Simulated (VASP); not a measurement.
Write the native input for VASP 6.6.1 that does the following.

| Item | Value |
| --- | --- |
| Task | single point |
| Functional | PBE |
| Potentials or basis | VASP PAW PBE potentials, release 64 (Hf_pv, N) |
| Cutoff | 520 eV |
| k mesh | 10 × 10 × 10 |
| Occupations | fermi-dirac, width 0.03 eV |
| Spin | non-collinear spin, zero start, spin-orbit coupling |
| Starting moments | [[0.0, 0.0, 0.0], [0.0, 0.0, 0.0]] μB |
| Dipole correction | no |
| Further INCAR settings | ALGO = Normal; EDIFF = 1e-07; NBANDS = 27 |

The structure of HfN lies in POSCAR:

```
HfN
1.0
    0.0000000000      2.2590000000      2.2590000000
    2.2590000000      0.0000000000      2.2590000000
    2.2590000000      2.2590000000      0.0000000000
Hf N
1 1
Direct
    0.0000000000      0.0000000000      0.0000000000
    0.5000000000      0.5000000000      0.5000000000
```

These files were run (other wordings do the same):

INCAR

```
PREC = Accurate
ENCUT = 520
EDIFF = 1E-7
ISMEAR = -1
SIGMA = 0.03
LREAL = False
LASPH = True
NELM = 150
ALGO = Normal
ISIF = 2
LWAVE = False
LCHARG = True
MAGMOM = 0 0 0 0 0 0
LORBIT = 11
LSORBIT = True
GGA_COMPAT = False
LORBMOM = True
LMAXMIX = 4
GGA = PE
LVHAR = True
NBANDS = 27
```

KPOINTS

```
Automatic mesh
0
Gamma
  10 10 10
```

Potentials or basis: VASP PAW PBE potentials, release 64 (Hf_pv, N).

Command:

```bash
$ cat potpaw_PBE.64/Hf_pv/POTCAR potpaw_PBE.64/N/POTCAR > POTCAR
$ mpirun -np 1 vasp_ncl > vasp.out
```

It gave:

```
Pressure                                              : 3.3 GPa
Net moment                                            : 0.00 μB per cell
Valence electrons inside the program's atomic spheres : Hf 8.68; N 3.74
```

It took 45 s on 1 thread of Intel(R) Xeon(R) Platinum 8375C CPU @ 2.90GHz (Ice Lake), with other jobs on the host, peak memory 0.21 GiB.
